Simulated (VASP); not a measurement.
# Ta (C2/m) in VASP: further runs, part 2 of 2

VASP 6.6.1. The steps go on from the part before.

## Step 4: Single point, PBEsol (atom 1 (Ta) moved by (+0.450, -0.225) A along y and z)

INCAR

```
SYSTEM = Ta
PREC     = Accurate       ! precision mode
ENCUT    = 520            ! plane-wave cutoff, eV
EDIFF    = 1E-6           ! SCF threshold, eV
ISMEAR   = 0              ! smearing method
SIGMA    = 0.15           ! smearing width, eV
LREAL    = .FALSE.        ! projectors in reciprocal space
LASPH    = .TRUE.         ! aspherical terms in the spheres
NELM     = 60             ! most SCF steps
ALGO     = Fast           ! electronic algorithm
ISIF     = 2              ! what is computed and relaxed
LWAVE    = .FALSE.        ! write WAVECAR
LCHARG   = .FALSE.        ! write CHGCAR
GGA      = PS             ! functional
NBANDS   = 18             ! bands
```

KPOINTS

```
regular mesh
0
G
  18 18 10
  0 0 0
```

POSCAR

```
Ta
1.0
    2.9003720726      0.0000000000      0.0000000000
   -1.4501860363      2.5117958953      0.0000000000
    0.0000000000      0.0000000000      5.1662740000
Ta
2
Direct
    0.7562440087      0.5124880174      0.7064483030
    0.3333333333      0.6666666667      0.2500000000
```

Command:

```bash
cat potpaw_PBE.64/Ta_pv/POTCAR > POTCAR
mpirun -np 1 vasp_std > vasp.out
```

Run time: 3.2 min. Hardware: 1 thread of Intel Xeon 6975P-C (Granite Rapids), shared host; peak memory 0.54 GiB.

Results (log left out):

| Property | Result |
| --- | --- |
| Free energy | -24.4226 eV |
| Pressure | -3.5 GPa |
| Largest force | 2.046 eV/Å |
| Band gap on the k mesh | zero (bands 11 and 12 overlap by 2.57 eV) |

Forces in eV/Å, atoms in the order of the input:
```
Ta   0.000  0.654  1.939
Ta   0.000 -0.654 -1.939
```

Stress tensor (GPa, compression positive):
```
 4.81  0.00  0.00
 0.00 -8.93  3.66
 0.00  3.66 -6.31
```

Levels at points of the mesh, in eV from the Fermi level:
| k point | band 9 | band 10 | band 11 | band 12 | band 13 | band 14 |
| --- | --- | --- | --- | --- | --- | --- |
| (0.00, 0.00, 0.00) | -1.06 | 0.32 | 0.38 | 0.92 | 1.22 | 1.44 |
| (0.50, 0.00, 0.00) | -2.65 | -1.14 | -0.53 | 0.08 | 1.53 | 4.41 |
| (0.00, 0.50, 0.00) | -3.76 | 0.21 | 0.53 | 0.93 | 1.74 | 5.91 |
| (0.00, 0.00, 0.50) | -1.78 | -0.35 | 0.61 | 0.74 | 0.77 | 1.05 |
| (0.50, 0.00, 0.50) | -2.60 | -2.10 | 1.72 | 1.82 | 2.56 | 3.33 |
| (0.00, 0.50, 0.50) | -2.83 | -1.91 | 0.91 | 1.40 | 1.70 | 3.47 |

Caveat: the cell differs from its parent crystal (atom 1 (Ta) moved by (+0.450, -0.225) A along y and z); the stress differs along the axes, from -9 to 5 GPa; the PAW data sets were made with another functional, which shifts forces and pressure a little; spin-orbit coupling is left out, which moves the levels of the heavy elements.

## Step 5: Single point, PBEsol (atom 1 (Ta) moved by (-0.450, -0.450) A along y and z)

Changes to INCAR since step 4:

```diff
@@ -8,3 +8,3 @@
 LASPH    = .TRUE.         ! aspherical terms in the spheres
-NELM     = 60             ! most SCF steps
+NELM     = 100            ! most SCF steps
 ALGO     = Fast           ! electronic algorithm
```

KPOINTS

```
Automatic mesh
0
G
  18 18 10
  0 0 0
```

Changes to POSCAR since step 4:

```diff
@@ -8,3 +8,3 @@
 Direct
-    0.7562440087      0.5124880174      0.7064483030
+    0.5770893246      0.1541786493      0.6628966059
     0.3333333333      0.6666666667      0.2500000000
```

Potentials or basis: VASP PAW PBE potentials, release 64 (Ta_pv).

Command:

```bash
cat potpaw_PBE.64/Ta_pv/POTCAR > POTCAR
mpirun -np 1 vasp_std > vasp.out
```

OUTCAR:

```text
SYSTEM = Ta
   PREC = Accurate
   ENCUT = 520
   EDIFF = 1E-6
   ISMEAR = 0
   LREAL = .FALSE.
   LASPH = .TRUE.
   NELM = 100
   ISIF = 2
   GGA = PS

 ion  position               nearest neighbor table
   1  0.577  0.154  0.663-   2 2.46   2 2.88   2 2.88   2 3.27   2 3.60   2 3.60
   2  0.333  0.667  0.250-   1 2.46   1 2.88   1 2.88   1 3.27   1 3.60   1 3.60

  LATTYP: Found a hexagonal cell.
 ALAT       =     2.9003720726
 C/A-ratio  =     1.7812452577

  Lattice vectors:

[... 696 lines left out ...]

  FORCE on cell =-STRESS in cart. coord.  units (eV):
  Direction    XX          YY          ZZ          XY          YZ          ZX
  --------------------------------------------------------------------------------------
  -------------------------------------------------------------------------------------
  Total        0.2447401      3.3604163      2.5051443      0.0000000      0.6261390      0.0000000
  in kB       10.4183786    143.0501021    106.6418884      0.0000000     26.6542134      0.0000000
  external PRESSURE =      86.7034564 kB  Pullay stress =       0.0000000 kB

 VOLUME and BASIS-vectors are now :
 -----------------------------------------------------------------------------
  energy-cutoff  :      520.00
  volume of cell :       37.64
      direct lattice vectors                 reciprocal lattice vectors
     2.900372073  0.000000000  0.000000000     0.344783350  0.199060760  0.000000000
    -1.450186036  2.511795895  0.000000000     0.000000000  0.398121520  0.000000000
     0.000000000  0.000000000  5.166274000     0.000000000  0.000000000  0.193563098

 POSITION                                       TOTAL-FORCE (eV/Angst)
 -----------------------------------------------------------------------------------
      1.45019      0.38727      3.42471         0.000000      0.694959      4.240742
     -0.00000      1.67453      1.29157        -0.000000     -0.694959     -4.240742
 -----------------------------------------------------------------------------------
    total drift:                                0.000000      0.000002      0.000001

  FREE ENERGIE OF THE ION-ELECTRON SYSTEM (eV)
  ---------------------------------------------------
  free  energy   TOTEN  =       -23.4848795518 eV

  energy  without entropy=      -23.4493106663  energy(sigma->0) =      -23.46709511
```

It took 16 min on 1 thread of Intel Xeon 8259CL, shared host; peak memory 0.56 GiB.

What came out:

- Free energy: -23.4849 eV
- Pressure: 8.7 GPa
- Largest force: 4.297 eV/Å
- Band gap on the k mesh: zero (bands 11 and 12 overlap by 1.79 eV)

Forces on the atoms (eV/Å):
```
Ta   0.000  0.695  4.241
Ta   0.000 -0.695 -4.241
```

Stress tensor (GPa, compression positive):
```
 1.04  0.00  0.00
 0.00 14.31  2.67
 0.00  2.67 10.66
```

Levels at points of the mesh, in eV from the Fermi level:
| k point | band 9 | band 10 | band 11 | band 12 | band 13 | band 14 |
| --- | --- | --- | --- | --- | --- | --- |
| (0.00, 0.00, 0.00) | -1.58 | 0.21 | 0.35 | 0.35 | 0.99 | 1.84 |
| (0.50, 0.00, 0.00) | -3.57 | -0.22 | 0.00 | 0.63 | 1.71 | 4.62 |
| (0.00, 0.50, 0.00) | -2.20 | -1.55 | -0.75 | 0.48 | 0.62 | 5.68 |
| (0.00, 0.00, 0.50) | -2.45 | 0.02 | 0.14 | 0.16 | 0.37 | 1.42 |
| (0.50, 0.00, 0.50) | -3.19 | -1.85 | 0.90 | 1.22 | 2.74 | 3.40 |
| (0.00, 0.50, 0.50) | -2.94 | -1.55 | 1.13 | 1.86 | 1.91 | 4.00 |

Caveat: the cell differs from its parent crystal (atom 1 (Ta) moved by (-0.450, -0.450) A along y and z); the stress differs along the axes, from 1 to 14 GPa; the PAW data sets were made with another functional, which shifts forces and pressure a little; spin-orbit coupling is left out, which moves the levels of the heavy elements.

## Step 6: Single point, PBEsol (atom 1 (Ta) moved by (+0.450, -0.450) A along y and z)

INCAR

```
SYSTEM = Ta
  PREC = Accurate
  ENCUT = 520
  EDIFF = 1E-6
  ISMEAR = 0
  SIGMA = 0.15
  LREAL = .False.
  LASPH = .True.
  NELM = 60
  ALGO = Fast
  ISIF = 2
  LWAVE = .False.
  LCHARG = .True.
  GGA = PS
  LELF = .True.
  LVHAR = .True.
  NBANDS = 18
```

KPOINTS

```
regular mesh
0
Gamma
  18 18 10
  0 0 0
```

Changes to POSCAR since step 5:

```diff
@@ -8,3 +8,3 @@
 Direct
-    0.5770893246      0.1541786493      0.6628966059
+    0.7562440087      0.5124880174      0.6628966059
     0.3333333333      0.6666666667      0.2500000000
```

Potentials or basis: VASP PAW PBE potentials, release 64 (Ta_pv).

Command:

```bash
cat potpaw_PBE.64/Ta_pv/POTCAR > POTCAR
mpirun -np 1 vasp_std > vasp.out
```

Wall time 15 min (1 thread of Intel Xeon 8259CL, shared host); peak memory 0.56 GiB.

Results (log left out):

| Item | Value |
| --- | --- |
| Free energy | -23.7940 eV |
| Pressure | 7.5 GPa |
| Largest force | 3.787 eV/Å |
| Band gap on the k mesh | zero (bands 11 and 12 overlap by 2.28 eV) |

Forces on the atoms (eV/Å):
```
Ta   0.000  0.915  3.674
Ta   0.000 -0.915 -3.674
```

Stress tensor (GPa, compression positive):
```
17.34  0.00  0.00
 0.00 -0.48  5.88
 0.00  5.88  5.77
```

Levels at points of the mesh, in eV from the Fermi level:
```
           k point  band 7  band 8  band 9  band 10  band 11  band 12  band 13  band 14  band 15  band 16
(0.00, 0.00, 0.00)   -8.08   -5.08   -1.39     0.04     0.60     0.65     0.99     1.77     2.22     3.86
(0.50, 0.00, 0.00)   -4.20   -3.92   -2.63    -0.95    -0.43    -0.01     1.57     4.57     6.17     6.82
(0.00, 0.50, 0.00)   -4.56   -4.43   -3.91     0.03     0.26     1.15     1.82     5.98     6.31     6.49
(0.00, 0.00, 0.50)   -6.79   -5.84   -2.44    -0.01     0.15     0.61     0.93     1.21     2.68     4.28
(0.50, 0.00, 0.50)   -4.66   -4.44   -2.86    -1.89     1.63     1.92     2.30     3.57     5.14     6.23
(0.00, 0.50, 0.50)   -4.28   -3.94   -3.31    -1.51     0.73     0.94     2.02     3.92     4.33     6.36
```

Caveat: the cell differs from its parent crystal (atom 1 (Ta) moved by (+0.450, -0.450) A along y and z); the stress differs along the axes, from -0 to 17 GPa; the PAW data sets were made with another functional, which shifts forces and pressure a little; spin-orbit coupling is left out, which moves the levels of the heavy elements.

## Step 7: Single point, PBEsol (atom 1 (Ta) moved by (-0.450, -0.225) A along y and z)

INCAR

```
SYSTEM = Ta
PREC = Accurate
ENCUT = 520
EDIFF = 1E-6
ISMEAR = 0
SIGMA = 0.15
LREAL = .FALSE.
LASPH = .TRUE.
NELM = 60
ALGO = Fast
ISIF = 2
LWAVE = .FALSE.
LCHARG = .TRUE.
GGA = PS
LELF = .TRUE.
LVHAR = .TRUE.
NBANDS = 18
```

KPOINTS

```
regular mesh
0
G
  18 18 10
  0 0 0
```

Changes to POSCAR since step 6:

```diff
@@ -8,3 +8,3 @@
 Direct
-    0.7562440087      0.5124880174      0.6628966059
+    0.5770893246      0.1541786493      0.7064483030
     0.3333333333      0.6666666667      0.2500000000
```

Command:

```bash
cat potpaw_PBE.64/Ta_pv/POTCAR > POTCAR
mpirun -np 1 vasp_std > vasp.out
```

Wall time 16 min (1 thread of Intel Xeon 8259CL, shared host); peak memory 0.56 GiB.

Results (log left out):

* Free energy: -24.2262 eV
* Pressure: -2.5 GPa
* Largest force: 2.300 eV/Å
* Band gap on the k mesh: zero (bands 11 and 12 overlap by 2.66 eV)

Forces in eV/Å, atoms in the order of the input:
```
Ta   0.000  0.371  2.270
Ta   0.000 -0.371 -2.270
```

Stress tensor (GPa, compression positive):
```
-9.15  0.00  0.00
 0.00  4.21  0.07
 0.00  0.07 -2.43
```

Levels at points of the mesh, in eV from the Fermi level:
| k point | band 8 | band 9 | band 10 | band 11 | band 12 | band 13 | band 14 | band 15 |
| --- | --- | --- | --- | --- | --- | --- | --- | --- |
| (0.00, 0.00, 0.00) | -4.85 | -1.20 | 0.33 | 0.48 | 0.74 | 0.77 | 1.50 | 2.52 |
| (0.50, 0.00, 0.00) | -3.92 | -3.52 | -0.05 | 0.03 | 0.64 | 1.40 | 4.45 | 6.41 |
| (0.00, 0.50, 0.00) | -3.45 | -2.13 | -1.87 | -0.97 | 0.44 | 0.84 | 5.50 | 6.23 |
| (0.00, 0.00, 0.50) | -6.05 | -1.84 | -0.54 | 0.50 | 0.50 | 0.68 | 1.06 | 3.47 |
| (0.50, 0.00, 0.50) | -4.11 | -2.80 | -2.11 | 1.02 | 1.09 | 2.79 | 3.45 | 5.01 |
| (0.00, 0.50, 0.50) | -4.48 | -2.65 | -1.95 | 1.81 | 1.84 | 1.90 | 3.34 | 5.73 |

Caveat: the cell differs from its parent crystal (atom 1 (Ta) moved by (-0.450, -0.225) A along y and z); the stress differs along the axes, from -9 to 4 GPa; the PAW data sets were made with another functional, which shifts forces and pressure a little; spin-orbit coupling is left out, which moves the levels of the heavy elements.

## Step 8: The runs side by side

| cell | further INCAR settings | gap on the mesh (eV) | pressure (GPa) | largest force (eV/Å) |
| --- | --- | --- | --- | --- |
| as given, atomic positions A | ALGO = Fast; EDIFF = 1e-06; NBANDS = 18 | none | 8.1 | 3.95 |
| as given, atomic positions B | ALGO = Fast; EDIFF = 1e-07; NBANDS = 18 | none | 8.0 | 3.92 |
| as given, atomic positions C | ALGO = Fast; EDIFF = 1e-06; NBANDS = 18 | none | -3.5 | 2.05 |
| as given, atomic positions D | ALGO = Fast; EDIFF = 1e-06; NBANDS = 18 | none | 8.7 | 4.30 |
| as given, atomic positions E | ALGO = Fast; EDIFF = 1e-06; NBANDS = 18 | none | 7.5 | 3.79 |
| as given, atomic positions F | ALGO = Fast; EDIFF = 1e-06; NBANDS = 18 | none | -2.5 | 2.30 |

Alike in all rows: task single point; level PBEsol; potentials or basis VASP PAW PBE potentials, release 64 (Ta_pv); no spin polarisation; k mesh 18 × 18 × 10; cutoff (eV) 520; smearing gaussian 0.15 eV.

Caveats: the PAW data sets were made with another functional, which shifts forces and pressure a little; spin-orbit coupling is left out, which moves the levels of the heavy elements; the stress differs along the axes, from 3 to 13 GPa (at least some runs); the stress differs along the axes, from -9 to 5 GPa (at least some runs); the stress differs along the axes, from 1 to 14 GPa (at least some runs); the stress differs along the axes, from -0 to 17 GPa (at least some runs); the stress differs along the axes, from -9 to 4 GPa (at least some runs).

Absolute energies hang on the potentials; compare differences alone.
